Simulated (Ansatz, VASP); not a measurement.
This is a calculation of I for VASP 6.6.1.

File INCAR:

```
SYSTEM = I
ALGO     = Normal         ! electronic algorithm
EDIFF    = 1E-6           ! SCF threshold, eV
ENCUT    = 520            ! plane-wave cutoff, eV
GGA      = PE             ! functional
ISIF     = 2              ! what is computed and relaxed
ISMEAR   = 0              ! smearing method
LASPH    = .TRUE.         ! aspherical terms in the spheres
LCHARG   = .TRUE.         ! write CHGCAR
LELF     = .TRUE.         ! ELF
LREAL    = .FALSE.        ! projectors in reciprocal space
LVHAR    = .TRUE.       
LWAVE    = .FALSE.        ! write WAVECAR
NBANDS   = 10             ! bands
NELM     = 60             ! most SCF steps
PREC     = Accurate       ! precision mode
SIGMA    = 0.011          ! smearing width, eV
```

Contents of KPOINTS:

```
k-points
0
G
  9 9 9
  0 0 0
```

The input POSCAR:

```
I
1.0
    0.0000000000      2.3656004428      3.9098401324
    2.1922454667      0.0000000000      3.9098401324
    2.1922454667      2.3656004428      0.0000000000
I
1
Direct
    0.0000000000      0.0000000000      0.0000000000
```

Potentials or basis: VASP PAW PBE potentials, release 64 (I).

The run is started by

```sh
$ cat potpaw_PBE.64/I/POTCAR > POTCAR
$ mpirun -np 1 vasp_std > vasp.out
```

Problem. Set up the same calculation for Ansatz 0.2.0. Potentials there: all-electron LAPW, scalar-relativistic.

Solution. As run (the cutoff follows the program's own potentials):

Contents of input.yaml:

```yaml
crystal:
  lattice:
    - [0.0, 2.3656004428, 3.9098401324]
    - [2.1922454667, 0.0, 3.9098401324]
    - [2.1922454667, 2.3656004428, 0.0]
  atoms:
    - { symbol: I, position: [0.0, 0.0, 0.0] }
kpoints:
  mp_grid: { grid: [9, 9, 9] }
scf:
  occupations: { method: gaussian, width: 0.011 }
hamiltonian:
  xc: pbe
  pseudopotentials: { kind: all_electron, lapw: { basis_error: 0.001 } }
output:
  forces: true
  stress: true
  eigenvalues: true
```

Potentials or basis: all-electron LAPW, scalar-relativistic.

The run is started by

```sh
$ ansatz run input.yaml --threads 1 --pin off --max-ram 3072MiB --backend cpu --events-out ev --progress --plain --runs-dir out
```

Both were run:

|  | VASP | Ansatz | Ansatz less VASP |
| --- | --- | --- | --- |
| gap on the k mesh at the Fermi level (eV) | none | none | - |
| pressure (GPa) | 0.4 | 0.5 | +0.05 |
| traceless stress, the component that is largest in VASP (GPa) | 0.35 | 0.31 | -0.041 |

A gap of «none» marks a metal or a gap that the smearing closes. Ansatz ran all-electron here, and VASP with PAW potentials.

Neither program's run includes spin-orbit coupling.
